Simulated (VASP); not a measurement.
TiAu, 2 atoms in the cell. It takes space group Pm-3m (No. 221, cubic). The conventional cell has a = 3.254 Å, b = 3.254 Å, c = 3.254 Å, α = 90.00°, β = 90.00°, γ = 90.00°. Within 3.7 Å of Ti (site symmetry m-3m) lie 8 Au at 2.82 Å and 6 Ti at 3.25 Å. Within 3.7 Å of Au (site symmetry m-3m) lie 8 Ti at 2.82 Å and 6 Au at 3.25 Å. 

| Item | Value |
| --- | --- |
| Program | VASP 6.6.1 |
| Task | relaxation of cell and atoms |
| Functional | r2SCAN |
| Dispersion | rVV10 |
| Potentials or basis | VASP PAW PBE potentials, release 64 (Ti_sv, Au) |
| Cutoff | 600 eV |
| k mesh | 6 × 6 × 6 |
| Occupations | fermi-dirac, width 0.1 eV |
| Spin | no spin polarisation |
| Dipole correction | no |
| Further INCAR settings | ALGO = Normal; EDIFF = 1e-07; IBRION = 2; EDIFFG = -0.01; NSW = 80; ISIF = 3 |

Potentials or basis: VASP PAW PBE potentials, release 64 (Ti_sv, Au).

The run is started by

```sh
$ cat potpaw_PBE.64/Ti_sv/POTCAR potpaw_PBE.64/Au/POTCAR > POTCAR
$ cp INCAR.step1 INCAR
$ mpirun -np 1 vasp_std > vasp.out
$ cp INCAR.step2 INCAR
$ mpirun -np 1 vasp_std > vasp.out
```

Hardware: 1 thread of AMD EPYC 7R43 64-Core Processor (Zen 3) (shared host).

Estimate the wall time of this run.

It took 5.6 min on 1 thread of AMD EPYC 7R43 64-Core Processor (Zen 3), with other jobs on the host, peak memory 0.24 GiB. Counts: k points 20, ion steps 3.
